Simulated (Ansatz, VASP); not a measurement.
# Al2BP3: VASP beside Ansatz

```
Al B P
1.0
     3.65233    0.00000    0.00000
    -1.82616    3.16301    0.00000
     0.00000    0.00000   18.49603
Al B P
4 2 6
Cartesian
  0.0000 2.1087 0.2281
  0.0000 2.1087 6.1841
  0.0000 2.1087 12.1363
  1.8262 1.0543 15.4280
  1.8262 1.0543 3.2485
  1.8262 1.0543 9.2030
  0.0000 2.1087 2.6229
  0.0000 2.1087 8.5771
  0.0000 2.1087 14.4964
  1.8262 1.0543 5.2414
  1.8262 1.0543 11.1958
  1.8262 1.0543 17.7906
```

Alike in both runs: task single point; functional PBE; k mesh 6 × 6 × 1; occupations gaussian, width 0.1 eV; no spin polarisation.

```csv
,VASP,Ansatz
version,VASP 6.6.1,Ansatz 0.2.0
potentials or method,"VASP PAW PBE potentials, release 64 (Al, B, P), cutoff 520 eV","scalar-relativistic, plane waves, PAW"
valence electrons in the cell,48,48
```

VASP gave:

```
gap on the k mesh at the Fermi level (eV)                     : 0.93
least direct gap on the mesh (eV)                             : 0.93
pressure (GPa)                                                : -0.1
traceless stress, the component that is largest in VASP (GPa) : -0.08
rms of the force components (eV/Å)                            : 0.008
```

Task: What did Ansatz give for the same quantities?

Result: gap on the k mesh at the Fermi level (eV): 0.93; least direct gap on the mesh (eV): 0.93; pressure (GPa): 0.1; traceless stress, the component that is largest in VASP (GPa): -0.04; rms of the force components (eV/Å): 0.007.

Atom by atom the forces differ by 0.003 eV/Å (rms over components). The functional is the same, so the differences come from potentials, cutoffs and numerics.
